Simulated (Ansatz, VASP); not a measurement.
SrO: VASP beside Ansatz

Contents of INCAR:

```
ALGO = Normal ; EDIFF = 1E-6
ENCUT = 520 ; GGA = PE
ISIF = 2 ; ISMEAR = -1
LASPH = True ; LCHARG = False
LREAL = False ; LWAVE = False
NBANDS = 24 ; NELM = 100
PREC = Accurate ; SIGMA = 0.02
```

File KPOINTS:

```
k-points
0
Gamma
  12 12 6
```

Contents of POSCAR:

```
SrO
1.0
    4.2700192582     -0.1069639824      0.0000000000
   -2.2276431552      3.7514271435      0.0000000000
    0.0000000000      0.0000000000      5.1444718063
Sr O
2 2
Direct
    0.3413247368      0.6672998537      0.9375000000
    0.6586752632      0.3327001463      0.4375000000
    0.3373887353      0.6668448145      0.4375000000
    0.6626112647      0.3331551855      0.9375000000
```

Input for Ansatz:

```yaml
crystal:
  lattice:
    - [4.2700192582, -0.1069639824, 0.0]
    - [-2.2276431552, 3.7514271435, 0.0]
    - [0.0, 0.0, 5.1444718063]
  atoms:
    - { symbol: Sr, position: [0.3413247368, 0.6672998537, 0.9375] }
    - { symbol: Sr, position: [0.6586752632, 0.3327001463, 0.4375] }
    - { symbol: O, position: [0.3373887353, 0.6668448145, 0.4375] }
    - { symbol: O, position: [0.6626112647, 0.3331551855, 0.9375] }
kpoints:
  mp_grid: { grid: [12, 12, 6] }
  band_path:
    path:
      - [0.0, 0.0, 0.0]
      - [0.5, 0.0, 0.0]
      - [0.3333333333, 0.3333333333, 0.0]
      - [0.0, 0.0, 0.5]
      - [0.5, 0.0, 0.5]
      - [0.3333333333, 0.3333333333, 0.5]
    npoints: 1
hamiltonian:
  xc: pbe
scf:
  occupations: { method: fermi_dirac, width: 0.02 }
  n_extra_bands: 5
output:
  forces: true
  stress: true
  eigenvalues: true
```

Change from the starting cell: shear_xy strain -5.0%.

Alike in both runs: task single point; functional PBE; k mesh 12 × 12 × 6; occupations fermi-dirac, width 0.02 eV; no spin polarisation.

|  | VASP | Ansatz |
| --- | --- | --- |
| version | VASP 6.6.1 | Ansatz 0.2.0 |
| potentials or method | VASP PAW PBE potentials, release 64 (Sr_sv, O) | plane waves, PAW |
| plane-wave cutoff (eV) | 520 | 420 |
| valence electrons in the cell | 32 | 32 |

|  | VASP | Ansatz | Ansatz less VASP |
| --- | --- | --- | --- |
| gap on the k mesh at the Fermi level (eV) | 2.64 | 2.65 | +0.019 |
| pressure (GPa) | 1.6 | 1.2 | -0.46 |
| traceless stress, the component that is largest in VASP (GPa) | 0.46 | 0.47 | +0.010 |
